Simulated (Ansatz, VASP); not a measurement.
**Ti: VASP beside Ansatz**

```
Ti
1.0
    -1.76830    1.76830    1.37928
     1.76830   -1.76830    1.37928
     1.76830    1.76830   -1.37928
Ti
1
Cartesian
  0.0000 0.0000 0.0000
```

Alike in both runs: task single point; functional PBE; k mesh 28 × 28 × 28; occupations gaussian, width 0.15 eV; no spin polarisation.

```csv
,VASP,Ansatz
version,VASP 6.6.1,Ansatz 0.2.0
potentials or method,"VASP PAW PBE potentials, release 64 (Ti_sv), cutoff 520 eV","scalar-relativistic, plane waves, PAW"
valence electrons in the cell,12,12
```

VASP gave:

```
gap on the k mesh at the Fermi level (eV)                     : none
pressure (GPa)                                                : -0.2
traceless stress, the component that is largest in VASP (GPa) : 4.72
```

Problem. Which values does Ansatz return?

Solution. gap on the k mesh at the Fermi level (eV): none; pressure (GPa): 0.1; traceless stress, the component that is largest in VASP (GPa): 4.78.

A gap of «none» marks a metal or a gap that the smearing closes.
